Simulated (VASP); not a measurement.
Input of a VASP 6.6.1 run:

INCAR

```
SYSTEM = Mg12B
PREC = Accurate
ENCUT = 520
EDIFF = 1E-6
ISMEAR = 0
SIGMA = 0.05
LREAL = .False.
LASPH = .True.
NELM = 100
ALGO = Normal
ISIF = 2
LWAVE = .False.
LCHARG = .True.
GGA = PE
LELF = .True.
LVHAR = .True.
NBANDS = 26
```

The input KPOINTS:

```
regular mesh
0
Gamma
  4 3 4
  0 0 0
```

The input POSCAR:

```
Mg12B
1.0
    6.4200000000      0.0000000000      0.0000000000
   -4.8150000000      8.3398250000      0.0000000000
    0.0000000000      0.0000000000      5.2130400000
Mg B
12 1
Direct
   -0.0003112602     -0.0035147020     -0.0053834231
    0.1644118231      0.2166425554      0.5005271396
   -0.0104583348      0.3305884716      0.0041729969
    0.1617782734      0.5599178640      0.4941105382
    0.0059315830      0.6731858282     -0.0139663229
    0.1688627073      0.8900956555      0.4905625125
    0.4981346342     -0.0007218377      0.0078898301
    0.6608313054      0.2161349908      0.5123870141
    0.5052722555      0.3295318547      0.0045131056
    0.6776528916      0.5589816333      0.4944517978
    0.5023832478      0.6727311424     -0.0017515691
    0.6673191459      0.8930616650      0.5033725043
    0.3335803493      0.4447060940      1.2494028436
```

Potentials or basis: VASP PAW PBE potentials, release 64 (Mg, B).

Command:

```sh
$ cat potpaw_PBE.64/Mg/POTCAR potpaw_PBE.64/B/POTCAR > POTCAR
$ mpirun -np 1 vasp_std > vasp.out
```

**Question.** Predict the pressure.

**Answer.** 0.8 GPa.

**Question.** What does it give for the largest force?

**Answer.** 0.011 eV/Å.

Stress tensor (GPa, compression positive):
```
 0.91 -0.33  0.02
-0.33  0.53  0.04
 0.02  0.04  0.84
```
